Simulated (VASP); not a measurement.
Set up this calculation in VASP 6.6.1, as the native input.

- Task: single point
- Functional: PBE
- Potentials or basis: VASP PAW PBE potentials, release 64 (Yb, Bi_d)
- Cutoff: 520 eV
- k mesh: 6 × 6 × 4
- Occupations: gaussian, width 0.05 eV
- Spin: collinear spin
- Starting moments: [0.05, 0.0] μB
- Hubbard terms: Yb f U = 6.0 eV
- Dipole correction: no
- Further INCAR settings: ALGO = Normal; EDIFF = 1e-06; NBANDS = 30

The structure of YbBi lies in POSCAR:

```
YbBi
1.0
    4.0763409726      0.0000000000      0.0000000000
   -2.0381704863      3.5302148368      0.0000000000
    0.0000000000      0.0000000000      4.6625063472
Yb Bi
1 1
Direct
    0.0000000000      0.0000000000      0.0000000000
    0.6666666667      0.3333333333      0.5000000000
```

One way to write it, as run:

INCAR

```
SYSTEM = YbBi
ALGO = Normal ; EDIFF = 1E-6
ENCUT = 520 ; GGA = PE
ISIF = 2 ; ISMEAR = 0
ISPIN = 2 ; LASPH = .TRUE.
LCHARG = .FALSE. ; LDAU = .TRUE.
LDAUJ = 0 0 ; LDAUL = 3 -1
LDAUPRINT = 1 ; LDAUTYPE = 2
LDAUU = 6 0 ; LMAXMIX = 6
LORBIT = 11 ; LREAL = .FALSE.
LWAVE = .FALSE. ; MAGMOM = 0.05 0
NBANDS = 30 ; NELM = 150
PREC = Accurate ; SIGMA = 0.05
```

KPOINTS

```
k-points
0
G
  6 6 4
  0 0 0
```

Potentials or basis: VASP PAW PBE potentials, release 64 (Yb, Bi_d).

Launch:

```sh
$ cat potpaw_PBE.64/Yb/POTCAR potpaw_PBE.64/Bi_d/POTCAR > POTCAR
$ mpirun -np 1 vasp_std > vasp.out
```

Results of the run:

```
Pressure                                              : 0.3 GPa
Net moment                                            : 0.00 μB per cell
Valence electrons inside the program's atomic spheres : Yb 22.23; Bi 12.90
```

Wall time 2.5 min on 1 thread of Intel(R) Xeon(R) Platinum 8375C CPU @ 2.90GHz (Ice Lake), on a shared host, peak memory 0.26 GiB.
